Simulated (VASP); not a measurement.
# InSe in VASP: a series of runs

Aim: see how the results for InSe move with the level of theory and the settings. Levels: PBE+D3(BJ), PBE. Tasks: single point.

Everything below comes from runs of VASP 6.6.1. Logs are shortened: lines on timing, memory, paths and dates and some standing lists are left out, and cuts for length are marked.

**1. The cell of the first run**

The cell holds a slab with vacuum, 12 atoms: a = 4.034 Å, b = 4.034 Å, c = 69.930 Å, α = 90.00°, β = 90.00°, γ = 120.00°.

**2. Single point, PBE+D3(BJ) (atoms taken out)**

INCAR

```
SYSTEM = InSe
  ALGO = Normal
  DIPOL = 0.5 0.5 0.500
  EDIFF = 1E-6
  ENCUT = 400
  GGA = PE
  GGA_COMPAT = .False.
  IDIPOL = 3
  ISIF = 2
  ISMEAR = 0
  IVDW = 12
  LASPH = .True.
  LCHARG = .False.
  LDIPOL = .True.
  LREAL = .False.
  LWAVE = .False.
  NBANDS = 69
  NELM = 120
  NELMDL = -8
  PREC = Accurate
  SIGMA = 0.02
```

KPOINTS

```
k-points
0
Gamma
  9 9 1
  0 0 0
```

POSCAR

```
InSe
1.0
    4.0336120011      0.0000000000      0.0000000000
   -2.0168060006      3.4932104619      0.0000000000
    0.0000000000      0.0000000000     69.9302628013
Se In
6 6
Direct
    0.0000000000      0.0000000000      0.3426691172
    0.0000000000      0.0000000000      0.4194990439
    0.6666666667      0.3333333333      0.4616506365
    0.6666666667      0.3333333333      0.5383365946
    0.3333333333      0.6666666667      0.5805135995
    0.3333333333      0.6666666667      0.6573145817
    0.6666666667      0.3333333333      0.3611319258
    0.6666666667      0.3333333333      0.4010946033
    0.3333333333      0.6666666667      0.4800114087
    0.3333333333      0.6666666667      0.5199486404
    0.0000000000      0.0000000000      0.5988925956
    0.0000000000      0.0000000000      0.6388523314
```

Potentials or basis: VASP PAW PBE potentials, release 64 (Se, In_d).

The run is started by

```
cat potpaw_PBE.64/Se/POTCAR potpaw_PBE.64/In_d/POTCAR > POTCAR
mpirun -np 1 vasp_std > vasp.out
```

OUTCAR:

```text
SYSTEM = InSe
   EDIFF = 1E-6
   ENCUT = 400
   GGA = PE
   ISIF = 2
   ISMEAR = 0
   IVDW = 12
   LASPH = .True.
   LREAL = .False.
   NELM = 120
   NELMDL = -8
   PREC = Accurate
 IVDW          = 12

 ion  position               nearest neighbor table
   1  0.000  0.000  0.343-   7 2.66   7 2.66   7 2.66
   2  0.000  0.000  0.419-   8 2.66   8 2.66   8 2.66
   3  0.667  0.333  0.462-   9 2.66   9 2.66   9 2.66
   4  0.667  0.333  0.538-  10 2.66  10 2.66  10 2.66
   5  0.333  0.667  0.581-  11 2.66  11 2.66  11 2.66
   6  0.333  0.667  0.657-  12 2.66  12 2.66  12 2.66
   7  0.667  0.333  0.361-   1 2.66   1 2.66   1 2.66   8 2.79
   8  0.667  0.333  0.401-   2 2.66   2 2.66   2 2.66   7 2.79
   9  0.333  0.667  0.480-   3 2.66   3 2.66   3 2.66  10 2.79
  10  0.333  0.667  0.520-   4 2.66   4 2.66   4 2.66   9 2.79
  11  0.000  0.000  0.599-   5 2.66   5 2.66   5 2.66  12 2.79
  12  0.000  0.000  0.639-   6 2.66   6 2.66   6 2.66  11 2.79

  LATTYP: Found a hexagonal cell.
 ALAT       =     4.0336120011
 C/A-ratio  =    17.3368838605

  Lattice vectors:

 A1 = (   4.0336120011,   0.0000000000,   0.0000000000)
 A2 = (  -2.0168060006,   3.4932104619,   0.0000000000)
 A3 = (   0.0000000000,   0.0000000000,  69.9302628013)

Analysis of symmetry for initial positions (statically):
=====================================================================
 Subroutine PRICEL returns:
 Original cell was already a primitive cell.

 Routine SETGRP: Setting up the symmetry group for a
 hexagonal supercell.

 Subroutine GETGRP returns: Found  6 space group operations
 (whereof  6 operations were pure point group operations)
 out of a pool of 24 trial point group operations.

The static configuration has the point symmetry C_3v.

Analysis of symmetry for dynamics (positions and initial velocities):
=====================================================================
 Subroutine PRICEL returns:
 Original cell was already a primitive cell.

 Routine SETGRP: Setting up the symmetry group for a
 hexagonal supercell.

 Subroutine GETGRP returns: Found  6 space group operations
 (whereof  6 operations were pure point group operations)
 out of a pool of 24 trial point group operations.

The dynamic configuration has the point symmetry C_3v.

 Subroutine INISYM returns: Found  6 space group operations
 (whereof  6 operations are pure point group operations),
 and found     1 'primitive' translations

----------------------------------------------------------------------------------------

                                     Primitive cell

  volume of cell :     985.3353

  direct lattice vectors                    reciprocal lattice vectors
     4.033612001  0.000000000  0.000000000     0.247916755  0.143134805  0.000000000
    -2.016806001  3.493210462  0.000000000     0.000000000  0.286269611  0.000000000
     0.000000000  0.000000000 69.930262801     0.000000000  0.000000000  0.014299961

  length of vectors
     4.033612001  4.033612001 69.930262801     0.286269611  0.286269611  0.014299961

  position of ions in fractional coordinates (direct lattice)
     0.000000000  0.000000000  0.342669117
     0.000000000  0.000000000  0.419499044
     0.666666667  0.333333333  0.461650637
     0.666666667  0.333333333  0.538336595
     0.333333333  0.666666667  0.580513600
     0.333333333  0.666666667  0.657314582
     0.666666667  0.333333333  0.361131926
     0.666666667  0.333333333  0.401094603
     0.333333333  0.666666667  0.480011409
     0.333333333  0.666666667  0.519948640
     0.000000000  0.000000000  0.598892596
     0.000000000  0.000000000  0.638852331

  ion indices of the primitive-cell ions
   primitive index   ion index
                 1           1
                 2           2
                 3           3
                 4           4
                 5           5
                 6           6
                 7           7
                 8           8
                 9           9
                10          10
                11          11
                12          12

----------------------------------------------------------------------------------------

 KPOINTS: k-points

Automatic generation of k-mesh.
 Grid dimensions read from file:
 generate k-points for:    9    9    1

 Generating k-lattice:

  Cartesian coordinates                     Fractional coordinates (reciprocal lattice)
     0.027546306  0.015903867  0.000000000     0.111111111  0.000000000  0.000000000
     0.000000000  0.031807735  0.000000000     0.000000000  0.111111111  0.000000000
     0.000000000  0.000000000  0.014299961     0.000000000  0.000000000  1.000000000

  Length of vectors
     0.031807735  0.031807735  0.014299961

  Shift w.r.t. Gamma in fractional coordinates (k-lattice)
     0.000000000  0.000000000  0.000000000

 Subroutine IBZKPT returns following result:
 ===========================================

 Found     12 irreducible k-points:

 Following reciprocal coordinates:
            Coordinates               Weight
  0.000000  0.000000  0.000000      1.000000
  0.111111 -0.000000  0.000000      6.000000
  0.222222  0.000000  0.000000      6.000000
  0.333333  0.000000  0.000000      6.000000
  0.444444  0.000000  0.000000      6.000000
  0.111111  0.111111  0.000000      6.000000
  0.222222  0.111111  0.000000     12.000000
  0.333333  0.111111  0.000000     12.000000
  0.444444  0.111111  0.000000      6.000000
  0.222222  0.222222  0.000000      6.000000
  0.333333  0.222222  0.000000     12.000000
  0.333333  0.333333  0.000000      2.000000
   k-points           NKPTS =     12   k-points in BZ     NKDIM =     12   number of bands    NBANDS=     69
   number of dos      NEDOS =    301   number of ions     NIONS =     12
   total plane-waves  NPLWV = 376320
   dimension x,y,z NGX =    28 NGY =   28 NGZ =  480
   dimension x,y,z NGXF=    56 NGYF=   56 NGZF=  960
   ions per type =               6   6
   NGX,Y,Z   is equivalent  to a cutoff of  11.54, 11.54, 11.41 a.u.
   NGXF,Y,Z  is equivalent  to a cutoff of  23.08, 23.08, 22.82 a.u.
 SYSTEM =  InSe
   PREC   = accura    normal or accurate (medium, high low for compatibility)
   ISTART =      0    job   : 0-new  1-cont  2-samecut
   ICHARG =      2    charge: 1-file 2-atom 10-const
   ISPIN  =      1    spin polarized calculation?
   LNONCOLLINEAR =      F non collinear calculations
   LSORBIT =      F    spin-orbit coupling
   LASPH  =      T    aspherical Exc in radial PAW
   ENCUT  =  400.0 eV  29.40 Ry    5.42 a.u.   6.58  6.58114.04*2*pi/ulx,y,z
   NELM   =    120;   NELMIN=  2; NELMDL= -8     # of ELM steps
   EDIFF  = 0.1E-05   stopping-criterion for ELM
   LREAL  =      F    real-space projection
   EDIFFG = 0.1E-04   stopping-criterion for IOM
   NSW    =      0    number of steps for IOM
   IBRION =     -1    ionic relax: 0-MD 1-quasi-New 2-CG
   NFREE  =      0    steps in history (QN), initial steepest desc. (CG)
   ISIF   =      2    stress and relaxation
   ISYM   =      2    0-nonsym 1-usesym 2-fastsym
   POTIM  = 0.5000    time-step for ionic-motion
   TEBEG  =    0.0;   TEEND  =   0.0 temperature during run
   PSTRESS=    0.0 pullay stress
   NELECT =     114.0000    total number of electrons
   NUPDOWN=      -1.0000    fix difference up-down
   EMIN   =  10.00;   EMAX   =-10.00  energy-range for DOS
   EFERMI =   0.00;   METHOD = LEGACY
   ISMEAR =     0;   SIGMA  =   0.02  broadening in eV -4-tet -1-fermi 0-gaus
   EFERMI_NEDOS =   21; number of points for ismear=-14 and -15
   IALGO  =     38    algorithm
   IMIX   =      4    mixing-type and parameters
     AMIX     =   0.40;   BMIX     =  1.00
     AMIX_MAG =   1.60;   BMIX_MAG =  1.00
  volume/ion in A,a.u.               =      82.11       554.11
  Fermi-wavevector in a.u.,A,eV,Ry     =   0.797716  1.507465  8.658084  0.636351
  Thomas-Fermi vector in A             =   1.904487
   LORBIT       =      0    0 simple, 1 ext, 2 COOP (PROOUT), +10 PAW based schemes
   GGA     = PE    functional components
   LHFCALC =     F    Hartree Fock is set to
   AEXX    =    0.0000 exact exchange contribution
   IVDW    =    12    specifies the selected vdW correction
   LEPSILON=     F    determine dielectric tensor
   LRPA    =     F    only Hartree local field effects (RPA)
 non-spin polarized calculation
 Gauss-broadening in eV      SIGMA  =   0.02
  energy-cutoff  :      400.00
  volume of cell :      985.34
 maximum number of plane-waves:     18121
 NGX is ok and might be reduce to    28
   NGX = 13   NGY = 13   NGZ =229

 dipolmoment           0.000000      0.000000     -0.000864 electrons x Angstroem

 number of electron     113.9999988 magnetization

 dipolmoment           0.000000      0.000000      0.000460 electrons x Angstroem

 Free energy of the ion-electron system (eV)
  ---------------------------------------------------
  ext. energy  EPLUGINS =         0.00000000
  ---------------------------------------------------
  free energy    TOTEN  =       -42.52399546 eV

  energy without entropy =      -42.52399546  energy(sigma->0) =      -42.52399546

 E-fermi :  -2.0444     XC(G=0):  -3.3566

 val. band max:       -2.1615944759   @ k =   0.1111  -0.0000   0.0000
 cond. band min:      -1.3763026772   @ k =   0.0000   0.0000   0.0000
 fundamental gap:      0.7852917987
 Fermi energy:        -2.0443921003

 k-point     1 :       0.0000    0.0000    0.0000
  band No.  band energies     occupation
      1     -16.7166      2.00000
      2     -16.6988      2.00000
      3     -16.6910      2.00000
      4     -16.5305      2.00000
      5     -16.5305      2.00000
      6     -16.5152      2.00000
[... 61 lines left out ...]
     68       2.3808      0.00000
     69       2.3808      0.00000

 k-point     2 :       0.1111   -0.0000    0.0000
  band No.  band energies     occupation
      1     -16.7163      2.00000
      2     -16.6984      2.00000
      3     -16.6906      2.00000
      4     -16.5715      2.00000
      5     -16.5551      2.00000
      6     -16.5473      2.00000
[... 61 lines left out ...]
     68       2.4716      0.00000
     69       2.5061      0.00000

 k-point     3 :       0.2222    0.0000    0.0000
  band No.  band energies     occupation
      1     -16.7302      2.00000
      2     -16.7114      2.00000
      3     -16.7041      2.00000
      4     -16.6403      2.00000
      5     -16.6232      2.00000
      6     -16.6153      2.00000
[... 637 lines left out ...]
     68       2.4641      0.00000
     69       2.5448      0.00000

 k-point    12 :       0.3333    0.3333    0.0000
  band No.  band energies     occupation
      1     -16.8283      2.00000
      2     -16.8093      2.00000
      3     -16.8024      2.00000
      4     -16.7337      2.00000
      5     -16.7103      2.00000
      6     -16.7027      2.00000
[... 61 lines left out ...]
     68       2.4645      0.00000
     69       2.4933      0.00000

------------------------ aborting loop because EDIFF is reached ----------------------------------------

 vacuum level on the upper side and lower side of the slab       (xc-potential included)        -0.002        -0.007

 Edisp (eV)   -3.27376

 E8    (eV) :    -1.5255

  FORCE on cell =-STRESS in cart. coord.  units (eV):
  Direction    XX          YY          ZZ          XY          YZ          ZX
  --------------------------------------------------------------------------------------
  -------------------------------------------------------------------------------------
  Total      -0.01823    -0.01823    -0.00646     0.00000     0.00000    -0.00000
  in kB      -0.02965    -0.02965    -0.01051     0.00000     0.00000    -0.00000
  external pressure =       -0.02 kB  Pullay stress =        0.00 kB

 VOLUME and BASIS-vectors are now :
 -----------------------------------------------------------------------------
  energy-cutoff  :      400.00
  volume of cell :      985.34
      direct lattice vectors                 reciprocal lattice vectors
     4.033612001  0.000000000  0.000000000     0.247916755  0.143134805  0.000000000
    -2.016806001  3.493210462  0.000000000     0.000000000  0.286269611  0.000000000
     0.000000000  0.000000000 69.930262801     0.000000000  0.000000000  0.014299961

 POSITION                                       TOTAL-FORCE (eV/Angst)
 -----------------------------------------------------------------------------------
      0.00000      0.00000     23.96294        -0.000000      0.000000     -0.011974
      0.00000      0.00000     29.33568         0.000000      0.000000      0.015392
      2.01681      1.16440     32.28335         0.000000     -0.000000     -0.016489
      2.01681      1.16440     37.64602         0.000000      0.000000      0.016680
     -0.00000      2.32881     40.59547        -0.000000      0.000000     -0.015937
     -0.00000      2.32881     45.96618         0.000000      0.000000      0.012692
      2.01681      1.16440     25.25405        -0.000000      0.000000      0.011115
      2.01681      1.16440     28.04865        -0.000000      0.000000     -0.016207
     -0.00000      2.32881     33.56732         0.000000     -0.000000      0.013502
     -0.00000      2.32881     36.36015        -0.000000      0.000000     -0.013794
      0.00000      0.00000     41.88072        -0.000000      0.000000      0.014924
      0.00000      0.00000     44.67511         0.000000     -0.000000     -0.009903
 -----------------------------------------------------------------------------------
    total drift:                                0.000001     -0.000000      0.001414

  FREE ENERGIE OF THE ION-ELECTRON SYSTEM (eV)
  ---------------------------------------------------
  free  energy   TOTEN  =       -45.7977559023 eV

  energy  without entropy=      -45.7977559023  energy(sigma->0) =      -45.79775590

 vacuum level on the upper side and lower side of the slab         3.322         3.316
```

Wall time 46 min (1 thread of Intel Xeon 8259CL, shared host); peak memory 0.98 GiB.

What came out:

- Free energy: -45.7978 eV
- Largest force: 0.017 eV/Å
- Band gap on the k mesh: 0.79 eV (least direct gap 0.83 eV)
- Dispersion energy per atom: -0.273 eV

Forces in eV/Å, atoms in the order of the input:
```
Se   0.000  0.000 -0.012
Se   0.000  0.000  0.015
Se   0.000  0.000 -0.016
Se   0.000  0.000  0.017
Se   0.000  0.000 -0.016
Se   0.000  0.000  0.013
In   0.000  0.000  0.011
In   0.000  0.000 -0.016
In   0.000  0.000  0.014
In   0.000  0.000 -0.014
In   0.000  0.000  0.015
In   0.000  0.000 -0.010
```

Levels at points of the mesh, in eV from the valence-band top:
| k point | band 54 | band 55 | band 56 | band 57 | band 58 | band 59 | band 60 | band 61 |
| --- | --- | --- | --- | --- | --- | --- | --- | --- |
| (0.00, 0.00, 0.00) | -0.88 | -0.88 | -0.62 | -0.05 | 0.79 | 1.30 | 1.76 | 2.30 |

Caveat: the cell differs from its parent crystal (atoms taken out); spin-orbit coupling is left out, which moves the levels of the heavy elements.

**3. Single point, PBE**

INCAR

```
SYSTEM = InSe
ALGO = Normal ; DIPOL = 0.5 0.5 0.500
EDIFF = 1E-6 ; ENCUT = 400
GGA = PE ; GGA_COMPAT = .FALSE.
IDIPOL = 3 ; ISIF = 2
ISMEAR = 0 ; LASPH = .TRUE.
LCHARG = .FALSE. ; LDIPOL = .TRUE.
LREAL = .FALSE. ; LWAVE = .FALSE.
NBANDS = 69 ; NELM = 120
NELMDL = -8 ; PREC = Accurate
SIGMA = 0.02
```

KPOINTS

```
k-points
0
G
  9 9 1
  0 0 0
```

POSCAR

```
InSe
1.0
    4.0336120018      0.0000000000      0.0000000000
   -2.0168060009      3.4932104625      0.0000000000
    0.0000000000      0.0000000000     69.9302628013
Se In
6 6
Direct
    0.0000000000      0.0000000000      0.3426691171
    0.0000000000      0.0000000000      0.4194990429
    0.6666666667      0.3333333333      0.4616506367
    0.6666666667      0.3333333333      0.5383365949
    0.3333333333      0.6666666667      0.5805136001
    0.3333333333      0.6666666667      0.6573145819
    0.6666666667      0.3333333333      0.3611319255
    0.6666666667      0.3333333333      0.4010946024
    0.3333333333      0.6666666667      0.4800114088
    0.3333333333      0.6666666667      0.5199486406
    0.0000000000      0.0000000000      0.5988925962
    0.0000000000      0.0000000000      0.6388523318
```

Potentials or basis: VASP PAW PBE potentials, release 64 (Se, In_d).

The run is started by

```
cat potpaw_PBE.64/Se/POTCAR potpaw_PBE.64/In_d/POTCAR > POTCAR
mpirun -np 1 vasp_std > vasp.out
```

Run time: 47 min. Hardware: 1 thread of Intel Xeon 8259CL, shared host; peak memory 0.95 GiB.

Results (log left out):

```
Free energy            : -42.5240 eV
Largest force          : 0.089 eV/Å
Band gap on the k mesh : 0.79 eV (least direct gap 0.83 eV)
```

Forces on the atoms (eV/Å):
```
Se   0.000  0.000 -0.089
Se   0.000  0.000 -0.008
Se   0.000  0.000 -0.001
Se   0.000  0.000 -0.002
Se   0.000  0.000  0.003
Se   0.000  0.000  0.089
In   0.000  0.000 -0.058
In   0.000  0.000 -0.019
In   0.000  0.000  0.010
In   0.000  0.000 -0.006
In   0.000  0.000  0.021
In   0.000  0.000  0.059
```

Levels at points of the mesh, in eV from the valence-band top:
```
           k point  band 53  band 54  band 55  band 56  band 57  band 58  band 59  band 60  band 61  band 62
(0.00, 0.00, 0.00)    -0.90    -0.88    -0.88    -0.62    -0.05     0.79     1.30     1.76     2.30     2.36
```

Caveat: spin-orbit coupling is left out, which moves the levels of the heavy elements.

(Continued in part 2 of 2.)
